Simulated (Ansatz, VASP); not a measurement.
# Two plane-wave programs on TePb

INCAR

```
SYSTEM = TePb
PREC = Accurate ; ENCUT = 520
EDIFF = 1E-7 ; ISMEAR = 0
SIGMA = 0.05 ; LREAL = .FALSE.
LASPH = .TRUE. ; NELM = 60
ALGO = Normal ; ISIF = 2
LWAVE = .FALSE. ; LCHARG = .FALSE.
GGA = PS ; NBANDS = 17
```

File KPOINTS:

```
regular mesh
0
G
  8 8 8
  0 0 0
```

The input POSCAR:

```
TePb
1.0
    0.0000000000      2.8750748938      4.0653558998
    2.8750748938      0.0000000000      4.0653558998
    2.8750748938      2.8750748938      0.0000000000
Te Pb
1 1
Direct
    0.5000000000      0.5000000000      0.5000000000
    0.0000000000      0.0000000000      0.0000000000
```

Input for Ansatz:

```yaml
crystal:
  lattice:
    - [0.0, 2.8750748938, 4.0653558998]
    - [2.8750748938, 0.0, 4.0653558998]
    - [2.8750748938, 2.8750748938, 0.0]
  atoms:
    - { symbol: Te, position: [0.5, 0.5, 0.5] }
    - { symbol: Pb, position: [0.0, 0.0, 0.0] }
basis:
  ecutwfc: 420
kpoints:
  mp_grid: { grid: [8, 8, 8] }
hamiltonian:
  xc: pbesol
scf:
  occupations: { method: gaussian, width: 0.05 }
output:
  forces: true
  stress: true
  eigenvalues: true
```

Alike in both runs: task single point; functional PBEsol; k mesh 8 × 8 × 8; occupations gaussian, width 0.05 eV; no spin polarisation.

|  | VASP | Ansatz |
| --- | --- | --- |
| version | VASP 6.6.1 | Ansatz 0.2.0 |
| potentials or method | VASP PAW PBE potentials, release 64 (Te, Pb_d), cutoff 520 eV | scalar-relativistic, plane waves, PAW |
| valence electrons in the cell | 20 | 30 |

```tsv
	VASP	Ansatz	Ansatz less VASP
gap on the k mesh at the Fermi level (eV)	none	none	-
pressure (GPa)	10.6	10.6	+0.05
traceless stress, the component that is largest in VASP (GPa)	-14.76	-14.78	-0.019
```

VASP's potentials were made for PBE, not for PBEsol. A gap of «none» marks a metal or a gap that the smearing closes. VASP's potentials hold 20 valence electrons a cell and Ansatz's 30, so a difference there can come from the potentials and not from the codes.

Neither program's run includes spin-orbit coupling.
